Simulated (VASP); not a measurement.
Input of a VASP 6.6.1 run:

INCAR

```
  ALGO = Normal
  EDIFF = 1E-6
  ENCUT = 520
  GGA = PE
  ISIF = 2
  ISMEAR = 0
  LASPH = True
  LCHARG = False
  LREAL = False
  LWAVE = False
  NBANDS = 27
  NELM = 60
  PREC = Accurate
  SIGMA = 0.1
```

KPOINTS

```
k-points
0
Gamma
  6 6 6
```

Contents of POSCAR:

```
Al6TeP2
1.0
    7.6807499200      0.0000000000      0.0000000000
   -3.8403749600      6.6517245508      0.0000000000
    0.0000000000      0.0000000000      7.7721919154
Al Te P
6 1 2
Direct
    0.6760731713      0.0000000000      0.5000000000
    0.0000000000      0.6760731713      0.5000000000
    0.3239268287      0.3239268287      0.5000000000
    0.3239268287      0.0000000000      0.5000000000
    0.0000000000      0.3239268287      0.5000000000
    0.6760731713      0.6760731713      0.5000000000
    0.0000000000      0.0000000000      0.0000000000
    0.0000000000      0.0000000000      0.3386090787
    0.0000000000      0.0000000000      0.6613909213
```

Potentials or basis: VASP PAW PBE potentials, release 64 (Al, Te, P).

Run with:

```sh
$ cat potpaw_PBE.64/Al/POTCAR potpaw_PBE.64/Te/POTCAR potpaw_PBE.64/P/POTCAR > POTCAR
$ mpirun -np 1 vasp_std > vasp.out
```

(1) Predict the pressure.

(2) Estimate the band gap on the k mesh.

Answers

(1) 0.0 GPa.

(2) zero (bands 17 and 18 overlap by 0.70 eV).

Caveat: spin-orbit coupling is left out, which moves the levels of the heavy elements.
